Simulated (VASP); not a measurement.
Input of a VASP 6.6.1 run:

File INCAR:

```
PREC = Accurate
ENCUT = 520
EDIFF = 1E-7
ISMEAR = 0
SIGMA = 0.02
LREAL = Auto
LASPH = True
NELM = 150
ALGO = Normal
ISIF = 2
LWAVE = False
LCHARG = False
ISPIN = 2
MAGMOM = 0 0 0 0 0 0 0 0 0 0 0 0 0 0 0 0 1
LORBIT = 11
NBANDS = 52
```

File KPOINTS:

```
regular mesh
0
Gamma
  2 2 2
```

File POSCAR:

```
Si16N
1.0
    0.0000000000      5.4300000000      5.4300000000
    5.4300000000      0.0000000000      5.4300000000
    5.4300000000      5.4300000000      0.0000000000
Si N
16 1
Direct
   -0.0061702864     -0.0055524856      0.0244970923
    0.1402312398      0.1354141588      0.1081648352
   -0.0033014769     -0.0081001258      0.4792046222
    0.0036599099      0.1380568646      0.6737300982
    0.0157634193      0.5093896456     -0.0138871315
    0.1533758694      0.6294850772      0.1020353851
    0.0618239169      0.4942019387      0.4718866738
    0.1566810691      0.6288233313      0.6122627044
    0.5148359297      0.0087525870     -0.0095120638
    0.6275611520      0.1378012684      0.1238377946
    0.4898272543      0.0417845569      0.4894398107
    0.6304257317      0.1407580860      0.6154282594
    0.5278037604      0.5106718924     -0.0237066734
    0.6416955330      0.6350039790      0.1120422274
    0.5319187182      0.5118308862      0.4860067394
    0.6626036909      0.6374744091      0.6029155284
    0.2236464388      0.2177378503      0.5296491976
```

Potentials or basis: VASP PAW LDA potentials, release 64 (Si, N).

Launch:

```console
$ cat potpaw_LDA.64/Si/POTCAR potpaw_LDA.64/N/POTCAR > POTCAR
$ mpirun -np 1 vasp_std > vasp.out
```

Problem. Predict the pressure.

Solution. 0.4 GPa.

Problem. What does it give for the net moment?

Solution. 0.00 μB per cell.

Problem. Estimate the largest force.

Solution. 0.039 eV/Å.

Forces in eV/Å, atoms in the order of the input:
```
Si  -0.009 -0.007  0.005
Si   0.005  0.002  0.004
Si   0.003  0.007  0.006
Si   0.011 -0.007 -0.036
Si  -0.003 -0.004  0.001
Si   0.006  0.000 -0.003
Si   0.001 -0.006  0.001
Si  -0.002 -0.001  0.002
Si  -0.005 -0.002 -0.001
Si  -0.008 -0.003 -0.002
Si   0.004  0.009  0.005
Si   0.000  0.013  0.003
Si   0.003  0.009 -0.003
Si   0.003  0.001  0.004
Si  -0.002 -0.007  0.002
Si  -0.001 -0.001  0.003
N   -0.007 -0.002  0.011
```

Caveat: the k points lie up to 0.50 Å⁻¹ apart.
